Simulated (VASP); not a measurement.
# Nb (Fm-3m) in VASP: further runs, part 2 of 2

VASP 6.6.1. Earlier steps stand in the parts before.

### Step 4. Relaxation of cell and atoms, LDA

This run uses another cell than the first one, of 18.92 Å³/atom, 1.070 times its volume.

The input, INCAR:

```
SYSTEM = Nb
ALGO = Normal
EDIFF = 1E-7
EDIFFG = -0.05
ENCUT = 500
GGA_COMPAT = .FALSE.
IBRION = 2
ISIF = 3
ISMEAR = 0
LASPH = .TRUE.
LCHARG = .FALSE.
LREAL = .FALSE.
LWAVE = .FALSE.
NELM = 120
NELMIN = 4
NSW = 100
PREC = Accurate
SIGMA = 0.1
```

The input, KPOINTS:

```
k-points
0
G
  8 8 8
  0 0 0
```

The input, POSCAR:

```
Nb
1.0
    0.0000000000      2.1150000000      2.1150000000
    2.1150000000      0.0000000000      2.1150000000
    2.1150000000      2.1150000000      0.0000000000
Nb
1
Direct
    0.0000000000      0.0000000000      0.0000000000
```

Potentials or basis: VASP PAW LDA potentials, release 64 (Nb_sv).

Command:

```
> cat potpaw_LDA.64/Nb_sv/POTCAR > POTCAR
> mpirun -np 1 vasp_std > vasp.out
```

OUTCAR:

```text
SYSTEM = Nb
   EDIFF = 1E-7
   EDIFFG = -0.05
   ENCUT = 500
   IBRION = 2
   ISIF = 3
   ISMEAR = 0
   LASPH = .TRUE.
   LREAL = .FALSE.
   NELM = 120
   NELMIN = 4
   NSW = 100
   PREC = Accurate

 ion  position               nearest neighbor table
   1  0.000  0.000  0.000-

  LATTYP: Found a face centered cubic cell.
 ALAT       =     4.2300000000

  Lattice vectors:

 A1 = (   0.0000000000,   2.1150000000,   2.1150000000)
 A2 = (   2.1150000000,   0.0000000000,   2.1150000000)
 A3 = (   2.1150000000,   2.1150000000,   0.0000000000)

Analysis of symmetry for initial positions (statically):
=====================================================================
 Subroutine PRICEL returns:
 Original cell was already a primitive cell.

 Routine SETGRP: Setting up the symmetry group for a
 face centered cubic supercell.

 Subroutine GETGRP returns: Found 48 space group operations
 (whereof 48 operations were pure point group operations)
 out of a pool of 48 trial point group operations.

The static configuration has the point symmetry O_h .

Analysis of symmetry for dynamics (positions and initial velocities):
=====================================================================
 Subroutine PRICEL returns:
 Original cell was already a primitive cell.

 Routine SETGRP: Setting up the symmetry group for a
 face centered cubic supercell.

 Subroutine GETGRP returns: Found 48 space group operations
 (whereof 48 operations were pure point group operations)
 out of a pool of 48 trial point group operations.

The dynamic configuration has the point symmetry O_h .

 Subroutine INISYM returns: Found 48 space group operations
 (whereof 48 operations are pure point group operations),
 and found     1 'primitive' translations

----------------------------------------------------------------------------------------

                                     Primitive cell

  volume of cell :      18.9217

  direct lattice vectors                    reciprocal lattice vectors
     0.000000000  2.115000000  2.115000000    -0.236406619  0.236406619  0.236406619
     2.115000000  0.000000000  2.115000000     0.236406619 -0.236406619  0.236406619
     2.115000000  2.115000000  0.000000000     0.236406619  0.236406619 -0.236406619

  length of vectors
     2.991061684  2.991061684  2.991061684     0.409468276  0.409468276  0.409468276

  position of ions in fractional coordinates (direct lattice)
     0.000000000  0.000000000  0.000000000

  ion indices of the primitive-cell ions
   primitive index   ion index
                 1           1

----------------------------------------------------------------------------------------

 KPOINTS: k-points

Automatic generation of k-mesh.
 Grid dimensions read from file:
 generate k-points for:    8    8    8

 Generating k-lattice:

  Cartesian coordinates                     Fractional coordinates (reciprocal lattice)
    -0.029550827  0.029550827  0.029550827     0.125000000  0.000000000  0.000000000
     0.029550827 -0.029550827  0.029550827     0.000000000  0.125000000  0.000000000
     0.029550827  0.029550827 -0.029550827     0.000000000  0.000000000  0.125000000

  Length of vectors
     0.051183535  0.051183535  0.051183535
[... 44 lines left out ...]
 SYSTEM =  Nb
   PREC   = accura    normal or accurate (medium, high low for compatibility)
   ISTART =      0    job   : 0-new  1-cont  2-samecut
   ICHARG =      2    charge: 1-file 2-atom 10-const
   ISPIN  =      1    spin polarized calculation?
   LNONCOLLINEAR =      F non collinear calculations
   LSORBIT =      F    spin-orbit coupling
   LASPH  =      T    aspherical Exc in radial PAW
   ENCUT  =  500.0 eV  36.75 Ry    6.06 a.u.   5.45  5.45  5.45*2*pi/ulx,y,z
   NELM   =    120;   NELMIN=  4; NELMDL= -5     # of ELM steps
   EDIFF  = 0.1E-06   stopping-criterion for ELM
   LREAL  =      F    real-space projection
   EDIFFG = -.5E-01   stopping-criterion for IOM
   NSW    =    100    number of steps for IOM
   IBRION =      2    ionic relax: 0-MD 1-quasi-New 2-CG
   NFREE  =      1    steps in history (QN), initial steepest desc. (CG)
   ISIF   =      3    stress and relaxation
   ISYM   =      2    0-nonsym 1-usesym 2-fastsym
   POTIM  = 0.5000    time-step for ionic-motion
   TEBEG  =    0.0;   TEEND  =   0.0 temperature during run
   PSTRESS=    0.0 pullay stress
   NELECT =      13.0000    total number of electrons
   NUPDOWN=      -1.0000    fix difference up-down
   EMIN   =  10.00;   EMAX   =-10.00  energy-range for DOS
   EFERMI =   0.00;   METHOD = LEGACY
   ISMEAR =     0;   SIGMA  =   0.10  broadening in eV -4-tet -1-fermi 0-gaus
   EFERMI_NEDOS =   21; number of points for ismear=-14 and -15
   IALGO  =     38    algorithm
   IMIX   =      4    mixing-type and parameters
     AMIX     =   0.40;   BMIX     =  1.00
     AMIX_MAG =   1.60;   BMIX_MAG =  1.00
  volume/ion in A,a.u.               =      18.92       127.69
  Fermi-wavevector in a.u.,A,eV,Ry     =   1.444560  2.729823 28.392005  2.086754
  Thomas-Fermi vector in A             =   2.562841
   LORBIT       =      0    0 simple, 1 ext, 2 COOP (PROOUT), +10 PAW based schemes
   GGA     = CA    functional components
   LHFCALC =     F    Hartree Fock is set to
   AEXX    =    0.0000 exact exchange contribution
   IVDW    =     0    specifies the selected vdW correction
   LEPSILON=     F    determine dielectric tensor
   LRPA    =     F    only Hartree local field effects (RPA)
 conjugate gradient relaxation of ions
 non-spin polarized calculation
 Gauss-broadening in eV      SIGMA  =   0.10
  energy-cutoff  :      500.00
  volume of cell :       18.92
 maximum number of plane-waves:       531
 NGX is ok and might be reduce to    24
   NGX = 11   NGY = 11   NGZ = 11

--------------------------------------- Ionic step        1  -------------------------------------------

 number of electron      13.0000001 magnetization

 Free energy of the ion-electron system (eV)
  ---------------------------------------------------
  ext. energy  EPLUGINS =         0.00000000
  ---------------------------------------------------
  free energy    TOTEN  =       -10.84319624 eV

  energy without entropy =      -10.83567649  energy(sigma->0) =      -10.83943637

------------------------ aborting loop because EDIFF is reached ----------------------------------------

  FORCE on cell =-STRESS in cart. coord.  units (eV):
  Direction    XX          YY          ZZ          XY          YZ          ZX
  --------------------------------------------------------------------------------------
  -------------------------------------------------------------------------------------
  Total       -1.3091196     -1.3091196     -1.3091196      0.0000000     -0.0000000      0.0000000
  in kB     -110.8482384   -110.8482384   -110.8482384      0.0000000     -0.0000000      0.0000000
  external PRESSURE =    -110.8482384 kB  Pullay stress =       0.0000000 kB
[... 57 lines left out ...]
--------------------------------------- Ionic step        3  -------------------------------------------

 number of electron      13.0000000 magnetization

 Free energy of the ion-electron system (eV)
  ---------------------------------------------------
  ext. energy  EPLUGINS =         0.00000000
  ---------------------------------------------------
  free energy    TOTEN  =       -10.88896958 eV

  energy without entropy =      -10.88060374  energy(sigma->0) =      -10.88478666

 E-fermi :  11.6153     XC(G=0): -12.8050

 val. band max:       11.5655299745   @ k =  -0.3750   0.2500   0.1250
 cond. band min:      11.6441680368   @ k =   0.5000   0.2500   0.0000
 fundamental gap:      0.0786380623
 Fermi energy:        11.6152824541

 k-point     1 :       0.0000    0.0000    0.0000
  band No.  band energies     occupation
      1     -42.7940      2.00000
      2     -18.2161      2.00000
      3     -18.2161      2.00000
      4     -18.2161      2.00000
      5       5.2785      2.00000
      6      11.6624      0.50525
      7      11.6624      0.50525
      8      11.6624      0.50525
      9      14.4591      0.00000
     10      14.4591      0.00000
[... 287 lines left out ...]
 k-point    24 :      -0.3750    0.2500    0.1250
  band No.  band energies     occupation
      1     -42.5003      2.00000
      2     -19.4731      2.00000
      3     -18.7931      2.00000
      4     -18.5256      2.00000
      5       8.8946      2.00000
      6       9.8320      2.00000
      7      11.5655      1.51832
      8      12.8053      0.00000
      9      16.2328      0.00000
     10      19.4709      0.00000

 [... further k-points ...]

------------------------ aborting loop because EDIFF is reached ----------------------------------------

  FORCE on cell =-STRESS in cart. coord.  units (eV):
  Direction    XX          YY          ZZ          XY          YZ          ZX
  --------------------------------------------------------------------------------------
  -------------------------------------------------------------------------------------
  Total       -0.0437372     -0.0437372     -0.0437372      0.0000000      0.0000000     -0.0000000
  in kB       -3.9592694     -3.9592694     -3.9592694      0.0000000      0.0000000     -0.0000000
  external PRESSURE =      -3.9592694 kB  Pullay stress =       0.0000000 kB
[... 16 lines left out ...]
  FREE ENERGIE OF THE ION-ELECTRON SYSTEM (eV)
  ---------------------------------------------------
  free  energy   TOTEN  =       -10.8889695829 eV

  energy  without entropy=      -10.8806037404  energy(sigma->0) =      -10.88478666

 reached required accuracy - stopping structural energy minimisation
```

OSZICAR:

```text
N       E                     dE             d eps       ncg     rms          rms(c)
DAV:   1     0.115380460018E+03    0.11538E+03   -0.72563E+03   580   0.126E+03
DAV:   2    -0.533294721523E+01   -0.12071E+03   -0.11778E+03   666   0.455E+02
DAV:   3    -0.111252556259E+02   -0.57923E+01   -0.55069E+01   888   0.841E+01
[... 31 lines left out ...]
DAV:   7    -0.108889514416E+02   -0.19978E-02   -0.29189E-03   766   0.831E-01    0.303E-02
DAV:   8    -0.108889450787E+02    0.63629E-05   -0.24081E-04   882   0.133E-01    0.595E-02
DAV:   9    -0.108889696966E+02   -0.24618E-04   -0.64616E-05   664   0.141E-01    0.175E-02
DAV:  10    -0.108889696262E+02    0.70338E-07   -0.28089E-06   842   0.205E-02    0.535E-03
DAV:  11    -0.108889695829E+02    0.43343E-07   -0.31281E-07   676   0.735E-03
   3 F= -.10888970E+02 E0= -.10884787E+02  d E =-.457733E-01
```

Wall time 6.3 s (1 thread of Intel Xeon 6975P-C (Granite Rapids), shared host); peak memory 0.14 GiB.

What came out:

```yaml
Free_energy: -10.8890 eV
Relaxed_volume: 17.70 Å³/atom
Relaxed_cell: a = 2.925 Å, b = 2.925 Å, c = 2.925 Å, α = 60.00°, β = 60.00°, γ = 60.00°
Space_group_after_relaxing_to_0.05_Å: Fm-3m (No. 225)
Energy_gained_by_relaxing: 45.8 meV/atom
Ionic_steps: 3
Pressure_after_relaxing: -0.4 GPa
```

The path:
```csv
step,energy change (eV),largest force (eV/Å),pressure (GPa),volume (Å³)
1,0.0000,0.0000,-11.08,18.92
2,0.1274,0.0000,29.59,15.56
3,-0.0458,0.0000,-0.40,17.70
```

Final structure:
```cif
data_structure
_symmetry_space_group_name_H-M 'P 1'
_symmetry_Int_Tables_number 1
_cell_length_a 2.9252
_cell_length_b 2.9252
_cell_length_c 2.9252
_cell_angle_alpha 60.000
_cell_angle_beta 60.000
_cell_angle_gamma 60.000
_cell_volume 17.70
loop_
_atom_site_label
_atom_site_type_symbol
_atom_site_fract_x
_atom_site_fract_y
_atom_site_fract_z
_atom_site_occupancy
Nb1 Nb 0.00000 0.00000 0.00000 1
```

Levels at points of the mesh, in eV from the Fermi level:
```tsv
k point	band 3	band 4	band 5	band 6	band 7	band 8	band 9	band 10
(0.00, 0.00, 0.00)	-29.83	-29.83	-6.34	0.05	0.05	0.05	2.84	2.84
(0.50, 0.00, 0.00)	-30.02	-30.02	-4.06	-0.17	-0.17	1.67	5.02	5.02
(0.50, 0.50, 0.00)	-30.35	-30.35	-4.40	-3.62	4.00	4.98	5.65	5.65
```

LDA usually gives volumes a few per cent too small. Zero-point motion and thermal expansion aren't in these numbers.

### Step 5. Single point, PBEsol

This run uses another cell than the first one, of 17.73 Å³/atom, 1.003 times its volume.

The input, INCAR:

```
ALGO = Normal
EDIFF = 1E-6
ENCUT = 500
GGA = PS
GGA_COMPAT = F
ISIF = 2
ISMEAR = 0
LASPH = T
LCHARG = F
LREAL = F
LWAVE = F
NBANDS = 12
NELM = 120
PREC = Accurate
SIGMA = 0.1
```

The input, KPOINTS:

```
k-points
0
Gamma
  18 18 18
```

The input, POSCAR:

```
Nb
1.0
    0.0000000000      2.0697141094      2.0697141094
    2.0697141094      0.0000000000      2.0697141094
    2.0697141094      2.0697141094      0.0000000000
Nb
1
Direct
    0.0000000000      0.0000000000      0.0000000000
```

Potentials or basis: VASP PAW PBE potentials, release 64 (Nb_sv).

Command:

```
> cat potpaw_PBE.64/Nb_sv/POTCAR > POTCAR
> mpirun -np 1 vasp_std > vasp.out
```

Wall time 13 s (1 thread of Intel Xeon 6975P-C (Granite Rapids), shared host); peak memory 0.16 GiB.

It converged, with:

```yaml
Free_energy: -10.6052 eV
Pressure: 3.7 GPa
```

Levels at points of the mesh, in eV from the Fermi level:
| k point | band 2 | band 3 | band 4 | band 5 | band 6 | band 7 | band 8 | band 9 | band 10 | band 11 |
| --- | --- | --- | --- | --- | --- | --- | --- | --- | --- | --- |
| (0.00, 0.00, 0.00) | -29.93 | -29.93 | -29.93 | -6.39 | 0.06 | 0.06 | 0.06 | 2.86 | 2.86 | 11.88 |
| (0.50, 0.00, 0.00) | -31.37 | -30.11 | -30.11 | -4.08 | -0.16 | -0.16 | 1.58 | 5.02 | 5.02 | 11.25 |
| (0.50, 0.50, 0.00) | -31.27 | -30.44 | -30.44 | -4.40 | -3.62 | 3.93 | 4.99 | 5.64 | 5.64 | 11.68 |

Caveat: the PAW data sets were made with another functional, which shifts forces and pressure a little.

### Step 6. Summary

```csv
task,level,potentials or basis,cell,k mesh,gap on the mesh (eV),pressure (GPa)
single point,LDA,"VASP PAW LDA potentials, release 64 (Nb_sv)","a = 2.924 Å, angles 60.0°, 1 atom",8 × 8 × 8,none,-0.2
single point,LDA,"VASP PAW LDA potentials, release 64 (Nb_sv)","a = 2.991 Å, angles 60.0°, 1 atom",8 × 8 × 8,none,-11.1
relaxation of cell and atoms,LDA,"VASP PAW LDA potentials, release 64 (Nb_sv)","relaxed from a = 2.991 Å, angles 60.0°, 1 atom",8 × 8 × 8,none,-0.4
single point,PBEsol,"VASP PAW PBE potentials, release 64 (Nb_sv)","a = 2.927 Å, angles 60.0°, 1 atom",18 × 18 × 18,none,3.7
```

Alike in all rows: no spin polarisation; cutoff (eV) 500; smearing gaussian 0.1 eV.

Caveats: the PAW data sets were made with another functional, which shifts forces and pressure a little (some runs).

Total energies depend on the potentials used, so only differences within one code and one set of settings carry meaning.
